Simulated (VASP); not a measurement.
Input of a VASP 6.6.1 run:

INCAR

```
PREC = Accurate
ENCUT = 520
EDIFF = 1E-6
ISMEAR = -1
SIGMA = 0.1
LREAL = False
LASPH = True
NELM = 80
ALGO = Normal
ISIF = 2
LWAVE = False
LCHARG = True
GGA = CA
LELF = True
LVHAR = True
NBANDS = 14
```

Contents of KPOINTS:

```
regular mesh
0
Gamma
  11 11 11
```

The input POSCAR:

```
ZrH
1.0
   -1.6004413089      1.6004413089      2.4879982530
    1.6004413089     -1.6004413089      2.4879982530
    1.6004413089      1.6004413089     -2.4879982530
Zr H
1 1
Direct
    0.0000000000      0.0000000000      0.0000000000
    0.7500000000      0.2500000000      0.5000000000
```

Potentials or basis: VASP PAW LDA potentials, release 64 (Zr_sv, H).

The run is started by

```bash
$ cat potpaw_LDA.64/Zr_sv/POTCAR potpaw_LDA.64/H/POTCAR > POTCAR
$ mpirun -np 1 vasp_std > vasp.out
```

Task: Predict the band gap on the k mesh.

Result: Zero (an odd number of electrons rules out a gap without spin polarisation).

Task: Estimate the pressure.

Result: 0.1 GPa.

Stress tensor (GPa, compression positive):
```
0.08 0.00 0.00
0.00 0.08 0.00
0.00 0.00 0.19
```
